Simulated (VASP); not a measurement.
# Te (C2/c) in VASP: notebook

The runs below take Te through single point, with PBEsol.

Program: VASP 6.6.1. These are calculated values, not measurements. Logs are shortened: lines on timing, memory, paths and dates and some standing lists are left out, and cuts for length are marked.

## (1) The cell of the first run

It takes space group C2/c (No. 15, monoclinic). Conventional cell: a = 2.956 Å, b = 7.337 Å, c = 4.794 Å, α = 90.00°, β = 90.09°, γ = 90.00°. Te (site symmetry 2) has 8 Te at 2.90 to 3.48 Å within 3.8 Å.

## (2) Single point, PBEsol (25.99 Å³/atom)

The input, INCAR:

```
  PREC = Accurate
  ENCUT = 520
  EDIFF = 1E-6
  ISMEAR = -1
  SIGMA = 0.1
  LREAL = F
  LASPH = T
  NELM = 60
  ALGO = Normal
  ISIF = 2
  LWAVE = F
  LCHARG = F
  GGA = PS
  NBANDS = 13
```

The input, KPOINTS:

```
regular mesh
0
Gamma
  14 14 7
```

The input, POSCAR:

```
Te
1.0
   -2.7698128649      2.4182947599      1.4571065383
    2.4182947599     -2.7698128649      1.4571065383
    3.6920018177      3.6920018177     -2.1009125915
Te
2
Direct
    0.0141608072      0.9858391928      1.0000000000
    0.7358391928      0.2641608072      0.5000000000
```

Potentials or basis: VASP PAW PBE potentials, release 64 (Te).

Run with:

```sh
cat potpaw_PBE.64/Te/POTCAR > POTCAR
mpirun -np 1 vasp_std > vasp.out
```

OUTCAR:

```text
PREC = Accurate
   ENCUT = 520
   EDIFF = 1E-6
   ISMEAR = -1
   LREAL = F
   LASPH = T
   NELM = 60
   ISIF = 2
   GGA = PS

 ion  position               nearest neighbor table
   1  0.014  0.986  0.000-   2 2.90   2 2.90   2 3.48   2 3.48   2 3.48   2 3.48
   2  0.736  0.264  0.500-   1 2.90   1 2.90   1 3.48   1 3.48   1 3.48   1 3.48

  Warning from LATTYP: Got some problem with cell dimensions!
  Tried to take original basis but could not verify dimensions!
  LATTYP: Found a base centered monoclinic cell.
 ALAT       =     2.9563098302
 B/A-ratio  =     2.4818414129
 C/A-ratio  =     1.6214992579
 COS(beta)  =    -0.0015277041

  Lattice vectors:

 A1 = (   2.7698128649,  -2.4182947599,  -1.4571065383)
 A2 = (  -2.4182947599,   2.7698128649,  -1.4571065383)
 A3 = (   3.3404837127,   3.3404837127,   0.8133004851)

Analysis of symmetry for initial positions (statically):
=====================================================================
 Subroutine PRICEL returns:
 Original cell was already a primitive cell.

 Routine SETGRP: Setting up the symmetry group for a
 base centered monoclinic supercell.

 Subroutine GETGRP returns: Found  4 space group operations
 (whereof  2 operations were pure point group operations)
 out of a pool of  4 trial point group operations.

The static configuration has the point symmetry C_2 .
 The point group associated with its full space group is C_2h.

Analysis of symmetry for dynamics (positions and initial velocities):
=====================================================================
 Subroutine PRICEL returns:
 Original cell was already a primitive cell.

 Routine SETGRP: Setting up the symmetry group for a
 base centered monoclinic supercell.

 Subroutine GETGRP returns: Found  4 space group operations
 (whereof  2 operations were pure point group operations)
 out of a pool of  4 trial point group operations.

The dynamic configuration has the point symmetry C_2 .
 The point group associated with its full space group is C_2h.

 Subroutine INISYM returns: Found  4 space group operations
 (whereof  2 operations are pure point group operations),
 and found     1 'primitive' translations

----------------------------------------------------------------------------------------

                                     Primitive cell

  volume of cell :      51.9888

  direct lattice vectors                    reciprocal lattice vectors
    -2.769812865  2.418294760  1.457106538     0.008453636  0.201202143  0.368434900
     2.418294760 -2.769812865  1.457106538     0.201202143  0.008453636  0.368434900
     3.692001818  3.692001818 -2.100912592     0.145408623  0.145408623  0.035078947

  length of vectors
     3.955145044  3.955145044  5.628107014     0.419878604  0.419878604  0.208609367

  position of ions in fractional coordinates (direct lattice)
     0.014160807  0.985839193  1.000000000
     0.735839193  0.264160807  0.500000000

  ion indices of the primitive-cell ions
   primitive index   ion index
                 1           1
                 2           2

----------------------------------------------------------------------------------------

 KPOINTS: regular mesh

Automatic generation of k-mesh.
 Grid dimensions read from file:
 generate k-points for:   14   14    7

 Generating k-lattice:

  Cartesian coordinates                     Fractional coordinates (reciprocal lattice)
     0.000603831  0.014371582  0.026316779     0.071428571  0.000000000 -0.000000000
     0.014371582  0.000603831  0.026316779     0.000000000  0.071428571 -0.000000000
     0.020772660  0.020772660  0.005011278     0.000000000  0.000000000  0.142857143

  Length of vectors
     0.029991329  0.029991329  0.029801338

  Shift w.r.t. Gamma in fractional coordinates (k-lattice)
     0.000000000  0.000000000  0.000000000

 Subroutine IBZKPT returns following result:
 ===========================================

 Found    372 irreducible k-points:

 Following reciprocal coordinates:
            Coordinates               Weight
  0.000000  0.000000  0.000000      1.000000
  0.071429 -0.000000 -0.000000      4.000000
  0.142857  0.000000 -0.000000      4.000000
  0.214286 -0.000000 -0.000000      4.000000
  0.285714 -0.000000 -0.000000      4.000000
  0.357143 -0.000000 -0.000000      4.000000
[... 16 lines left out ...]
  0.214286  0.142857  0.000000      4.000000
  0.285714  0.142857 -0.000000      4.000000
 [... further k-points ...]
   k-points           NKPTS =    372   k-points in BZ     NKDIM =    372   number of bands    NBANDS=     13
   number of dos      NEDOS =    301   number of ions     NIONS =      2
   total plane-waves  NPLWV =  37800
   dimension x,y,z NGX =    30 NGY =   30 NGZ =   42
   dimension x,y,z NGXF=    60 NGYF=   60 NGZF=   84
   ions per type =               2
   NGX,Y,Z   is equivalent  to a cutoff of  12.61, 12.61, 12.41 a.u.
   NGXF,Y,Z  is equivalent  to a cutoff of  25.22, 25.22, 24.81 a.u.
 SYSTEM =  unknown system
   PREC   = accura    normal or accurate (medium, high low for compatibility)
   ISTART =      0    job   : 0-new  1-cont  2-samecut
   ICHARG =      2    charge: 1-file 2-atom 10-const
   ISPIN  =      1    spin polarized calculation?
   LNONCOLLINEAR =      F non collinear calculations
   LSORBIT =      F    spin-orbit coupling
   LASPH  =      T    aspherical Exc in radial PAW
   ENCUT  =  520.0 eV  38.22 Ry    6.18 a.u.   7.35  7.35 10.46*2*pi/ulx,y,z
   NELM   =     60;   NELMIN=  2; NELMDL= -5     # of ELM steps
   EDIFF  = 0.1E-05   stopping-criterion for ELM
   LREAL  =      F    real-space projection
   EDIFFG = 0.1E-04   stopping-criterion for IOM
   NSW    =      0    number of steps for IOM
   IBRION =     -1    ionic relax: 0-MD 1-quasi-New 2-CG
   NFREE  =      0    steps in history (QN), initial steepest desc. (CG)
   ISIF   =      2    stress and relaxation
   ISYM   =      2    0-nonsym 1-usesym 2-fastsym
   POTIM  = 0.5000    time-step for ionic-motion
   TEBEG  =    0.0;   TEEND  =   0.0 temperature during run
   PSTRESS=    0.0 pullay stress
   NELECT =      12.0000    total number of electrons
   NUPDOWN=      -1.0000    fix difference up-down
   EMIN   =  10.00;   EMAX   =-10.00  energy-range for DOS
   EFERMI =   0.00;   METHOD = LEGACY
   ISMEAR =    -1;   SIGMA  =   0.10  broadening in eV -4-tet -1-fermi 0-gaus
   EFERMI_NEDOS =   21; number of points for ismear=-14 and -15
   IALGO  =     38    algorithm
   IMIX   =      4    mixing-type and parameters
     AMIX     =   0.40;   BMIX     =  1.00
     AMIX_MAG =   1.60;   BMIX_MAG =  1.00
  volume/ion in A,a.u.               =      25.99       175.42
  Fermi-wavevector in a.u.,A,eV,Ry     =   1.004227  1.897714 13.721091  1.008472
  Thomas-Fermi vector in A             =   2.136829
   LORBIT       =      0    0 simple, 1 ext, 2 COOP (PROOUT), +10 PAW based schemes
   GGA     = PS    functional components
   LHFCALC =     F    Hartree Fock is set to
   AEXX    =    0.0000 exact exchange contribution
   IVDW    =     0    specifies the selected vdW correction
   LEPSILON=     F    determine dielectric tensor
   LRPA    =     F    only Hartree local field effects (RPA)
 non-spin polarized calculation
  energy-cutoff  :      520.00
  volume of cell :       51.99
 maximum number of plane-waves:      1429
 NGX is ok and might be reduce to    30
   NGX = 15   NGY = 15   NGZ = 21

 number of electron      12.0000001 magnetization

 Free energy of the ion-electron system (eV)
  ---------------------------------------------------
  ext. energy  EPLUGINS =         0.00000000
  ---------------------------------------------------
  free energy    TOTEN  =        -6.64523891 eV

  energy without entropy =       -6.60583583  energy(sigma->0) =       -6.62553737

 E-fermi :   9.3897     XC(G=0): -10.5128

 val. band max:        9.3889899134   @ k =  -0.1429  -0.0000   0.2857
 cond. band min:       9.3952575426   @ k =   0.1429   0.0000  -0.0000
 fundamental gap:      0.0062676293
 Fermi energy:         9.3897130591

 k-point     1 :       0.0000    0.0000    0.0000
  band No.  band energies     occupation
      1      -5.9427      2.00000
      2      -1.4258      2.00000
      3       2.5919      2.00000
      4       6.0042      2.00000
      5       9.8652      0.01708
      6      11.8231      0.00000
      7      12.1224      0.00000
      8      12.6801      0.00000
      9      13.5915      0.00000
     10      16.1991      0.00000
     11      16.2952      0.00000
     12      18.0775      0.00000
     13      18.5131      0.00000

 k-point     2 :       0.0714   -0.0000   -0.0000
  band No.  band energies     occupation
      1      -5.8155      2.00000
      2      -1.4997      2.00000
      3       2.8692      2.00000
      4       6.0434      2.00000
      5       9.8240      0.02566
      6      11.6035      0.00000
      7      11.7310      0.00000
      8      12.2200      0.00000
      9      12.7885      0.00000
     10      16.3851      0.00000
     11      16.8839      0.00000
     12      18.7834      0.00000
     13      19.2654      0.00000

 k-point     3 :       0.1429    0.0000   -0.0000
  band No.  band energies     occupation
      1      -5.4363      2.00000
      2      -1.6376      2.00000
      3       3.5650      2.00000
      4       6.2161      2.00000
      5       9.3953      0.97228
      6       9.9542      0.00705
      7      10.9990      0.00000
      8      11.6138      0.00000
      9      12.6824      0.00000
     10      16.7080      0.00000
     11      17.5367      0.00000
     12      18.3264      0.00000
     13      18.7634      0.00000

 k-point     4 :       0.2143   -0.0000   -0.0000
  band No.  band energies     occupation
      1      -4.8140      2.00000
      2      -1.7067      2.00000
      3       4.3535      2.00000
      4       6.6273      2.00000
      5       7.9718      2.00000
      6       8.8776      1.98813
      7       9.2469      1.61319
      8      11.7245      0.00000
      9      13.4335      0.00000
     10      15.4927      0.00000
     11      17.0093      0.00000
     12      17.3815      0.00000
     13      19.1192      0.00000

 k-point     5 :       0.2857   -0.0000   -0.0000
  band No.  band energies     occupation
      1      -3.9701      2.00000
      2      -1.6371      2.00000
      3       4.7769      2.00000
      4       6.3440      2.00000
      5       7.2608      2.00000
      6       7.3725      2.00000
      7       8.6630      1.99860
      8      11.7192      0.00000
      9      13.6555      0.00000
     10      14.6330      0.00000
     11      16.1028      0.00000
     12      17.9153      0.00000
     13      18.8736      0.00000
[... 257 lines left out ...]
 k-point    22 :       0.1429    0.1429   -0.0000
  band No.  band energies     occupation
      1      -4.1356      2.00000
      2      -1.6950      2.00000
      3       5.6641      2.00000
      4       6.2097      2.00000
      5       7.1762      2.00000
      6       7.7315      2.00000
      7       9.7317      0.06336
      8      10.7120      0.00000
      9      13.4593      0.00000
     10      14.4081      0.00000
     11      14.6187      0.00000
     12      18.1089      0.00000
     13      18.3954      0.00000

 k-point    23 :       0.2143    0.1429    0.0000
  band No.  band energies     occupation
      1      -3.1732      2.00000
      2      -1.5448      2.00000
      3       4.8858      2.00000
      4       5.4245      2.00000
      5       6.6998      2.00000
      6       7.5036      2.00000
      7       9.6557      0.13078
      8      10.6862      0.00000
      9      13.4122      0.00000
     10      13.7679      0.00000
     11      14.7866      0.00000
     12      17.7722      0.00000
     13      18.3670      0.00000

 k-point    24 :       0.2857    0.1429   -0.0000
  band No.  band energies     occupation
      1      -2.1169      2.00000
      2      -1.3262      2.00000
      3       3.7417      2.00000
      4       4.1333      2.00000
      5       6.5883      2.00000
      6       6.8711      2.00000
      7      10.3254      0.00017
      8      10.9304      0.00000
      9      13.2509      0.00000
     10      13.8469      0.00000
     11      16.1976      0.00000
     12      17.6131      0.00000
     13      18.4292      0.00000

 [... further k-points ...]
[... 5 lines left out ...]
  --------------------------------------------------------------------------------------
  -------------------------------------------------------------------------------------
  Total        2.8180349      2.8180349      4.1308083      0.7196490     -0.0790225     -0.0790226
  in kB       86.8454033     86.8454033    127.3020797     22.1779392     -2.4352921     -2.4352946
  external PRESSURE =     100.3309621 kB  Pullay stress =       0.0000000 kB

 VOLUME and BASIS-vectors are now :
 -----------------------------------------------------------------------------
  energy-cutoff  :      520.00
  volume of cell :       51.99
      direct lattice vectors                 reciprocal lattice vectors
    -2.769812865  2.418294760  1.457106538     0.008453636  0.201202143  0.368434900
     2.418294760 -2.769812865  1.457106538     0.201202143  0.008453636  0.368434900
     3.692001818  3.692001818 -2.100912592     0.145408623  0.145408623  0.035078947

 POSITION                                       TOTAL-FORCE (eV/Angst)
 -----------------------------------------------------------------------------------
      2.34483     -2.69635      1.45711         0.346434     -0.346434     -0.000000
      0.44668      2.89380      0.40665        -0.346434      0.346434      0.000000
 -----------------------------------------------------------------------------------
    total drift:                               -0.000000     -0.000000      0.000000

  FREE ENERGIE OF THE ION-ELECTRON SYSTEM (eV)
  ---------------------------------------------------
  free  energy   TOTEN  =        -6.6452389090 eV

  energy  without entropy=       -6.6058358303  energy(sigma->0) =       -6.62553737
```

It took 5.9 min on 1 thread of Intel Xeon 8259CL, shared host; peak memory 0.34 GiB.

Results:

- Free energy: -6.6452 eV
- Pressure: 10.0 GPa
- Largest force: 0.490 eV/Å
- Band gap on the k mesh: zero (bands 6 and 7 overlap by 4.38 eV)

Forces on the atoms (eV/Å):
```
Te   0.346 -0.346  0.000
Te  -0.346  0.346  0.000
```

Levels at points of the mesh, in eV from the Fermi level:
| k point | band 2 | band 3 | band 4 | band 5 | band 6 | band 7 | band 8 | band 9 | band 10 | band 11 |
| --- | --- | --- | --- | --- | --- | --- | --- | --- | --- | --- |
| (0.00, 0.00, 0.00) | -10.82 | -6.80 | -3.39 | 0.48 | 2.43 | 2.73 | 3.29 | 4.20 | 6.81 | 6.91 |
| (0.50, 0.00, 0.00) | -10.63 | -6.35 | -6.34 | -2.77 | -2.75 | 0.96 | 0.96 | 4.87 | 4.89 | 8.00 |
| (0.50, 0.50, 0.00) | -12.45 | -4.79 | -4.48 | -3.84 | -2.87 | 1.72 | 5.43 | 6.28 | 11.38 | 11.41 |

Caveat: the cell stands under pressure; the PAW data sets were made with another functional, which shifts forces and pressure a little; spin-orbit coupling is left out, which moves the levels of the heavy elements.

## (3) Single point, PBEsol (30.72 Å³/atom)

This run uses another cell than the first one, of 30.72 Å³/atom.

The input, INCAR:

```
SYSTEM = Te
ALGO = Normal
EDIFF = 1E-6
ENCUT = 520
GGA = PS
ISIF = 2
ISMEAR = -1
LASPH = .TRUE.
LCHARG = .TRUE.
LELF = .TRUE.
LREAL = .FALSE.
LVHAR = .TRUE.
LWAVE = .FALSE.
NBANDS = 13
NELM = 100
PREC = Accurate
SIGMA = 0.1
```

The input, KPOINTS:

```
k-points
0
G
  14 14 7
  0 0 0
```

The input, POSCAR:

```
Te
1.0
   -2.9284241776      2.5567766448      1.5405466811
    2.5567766448     -2.9284241776      1.5405466811
    3.9034216079      3.9034216079     -2.2212198181
Te
2
Direct
    0.0141608072      0.9858391928      1.0000000000
    0.7358391928      0.2641608072      0.5000000000
```

Potentials or basis: VASP PAW PBE potentials, release 64 (Te).

Run with:

```sh
cat potpaw_PBE.64/Te/POTCAR > POTCAR
mpirun -np 1 vasp_std > vasp.out
```

Run time: 5.2 min. Hardware: 1 thread of Intel Xeon 8259CL, shared host; peak memory 0.4 GiB.

It converged, with:

```
Free energy            : -6.8293 eV
Pressure               : -2.0 GPa
Largest force          : 0.067 eV/Å
Band gap on the k mesh : zero (bands 6 and 7 overlap by 3.48 eV)
```

Forces on the atoms (eV/Å):
```
Te  -0.048  0.048  0.000
Te   0.048 -0.048  0.000
```

Stress tensor (GPa, compression positive):
```
-2.08 -0.71 -0.13
-0.71 -2.08 -0.13
-0.13 -0.13 -1.82
```

Levels at points of the mesh, in eV from the Fermi level:
```tsv
k point	band 2	band 3	band 4	band 5	band 6	band 7	band 8	band 9	band 10	band 11
(0.00, 0.00, 0.00)	-10.51	-5.59	-2.77	0.50	1.98	2.62	3.10	3.31	6.57	6.87
(0.50, 0.00, 0.00)	-10.31	-5.21	-5.20	-2.35	-2.34	0.98	0.98	4.72	4.73	7.75
(0.50, 0.50, 0.00)	-11.62	-3.93	-3.71	-3.23	-2.17	1.45	4.16	6.22	10.56	10.68
```

Caveat: the PAW data sets were made with another functional, which shifts forces and pressure a little; spin-orbit coupling is left out, which moves the levels of the heavy elements.

## (4) Single point, PBEsol

This run uses another cell than the first one, of 29.54 Å³/atom.

The input, INCAR:

```
PREC = Accurate
ENCUT = 520
EDIFF = 1E-6
ISMEAR = -1
SIGMA = 0.1
LREAL = False
LASPH = True
NELM = 80
ALGO = Normal
ISIF = 2
LWAVE = False
LCHARG = False
GGA = PS
NBANDS = 13
ISYM = 0
```

The input, KPOINTS:

```
Automatic mesh
0
Gamma
  11 11 8
```

The input, POSCAR:

```
Te
1.0
   -2.8903883896      2.5235679945      1.5205373165
    2.5235679945     -2.8903883896      1.5205373165
    3.8527220823      3.8527220823     -2.1923695420
Te
2
Direct
    0.0141608072      0.9858391928      1.0000000000
    0.7358391928      0.2641608072      0.5000000000
```

Run with:

```sh
cat potpaw_PBE.64/Te/POTCAR > POTCAR
mpirun -np 1 vasp_std > vasp.out
```

Wall time 6.7 min (1 thread of Intel Xeon 8259CL, shared host); peak memory 0.45 GiB.

The run converged. Its results:

| Quantity | Value |
| --- | --- |
| Free energy | -6.8471 eV |
| Pressure | 0.1 GPa |
| Band gap on the k mesh | zero (bands 6 and 7 overlap by 3.59 eV) |

Levels at points of the mesh, in eV from the Fermi level:
| k point | band 3 | band 4 | band 5 | band 6 | band 7 | band 8 | band 9 | band 10 |
| --- | --- | --- | --- | --- | --- | --- | --- | --- |
| (0.00, 0.00, 0.00) | -5.85 | -2.90 | 0.51 | 2.08 | 2.77 | 3.01 | 3.51 | 6.67 |
| (0.00, 0.00, 0.50) | -2.37 | -2.37 | -1.05 | -1.05 | 3.20 | 3.20 | 5.03 | 5.03 |

Caveat: the PAW data sets were made with another functional, which shifts forces and pressure a little; spin-orbit coupling is left out, which moves the levels of the heavy elements.

## (5) Summary

| cell | k mesh | gap on the mesh (eV) | pressure (GPa) | largest force (eV/Å) |
| --- | --- | --- | --- | --- |
| a = 3.955, b = 3.955, c = 5.628 Å, angles 101.3, 101.3, 136.1°, 2 atoms | 14 × 14 × 7 | none | 10.0 | 0.49 |
| a = 4.182, b = 4.182, c = 5.950 Å, angles 101.3, 101.3, 136.1°, 2 atoms | 14 × 14 × 7 | none | -2.0 | 0.07 |
| a = 4.127, b = 4.127, c = 5.873 Å, angles 101.3, 101.3, 136.1°, 2 atoms | 11 × 11 × 8 | none | 0.1 | - |

Alike in all rows: task single point; level PBEsol; potentials or basis VASP PAW PBE potentials, release 64 (Te); no spin polarisation; cutoff (eV) 520; smearing fermi-dirac 0.1 eV.

Caveats: the PAW data sets were made with another functional, which shifts forces and pressure a little; spin-orbit coupling is left out, which moves the levels of the heavy elements; the cell stands under pressure (at least some runs).

Total energies depend on the potentials used, so only differences within one code and one set of settings carry meaning.
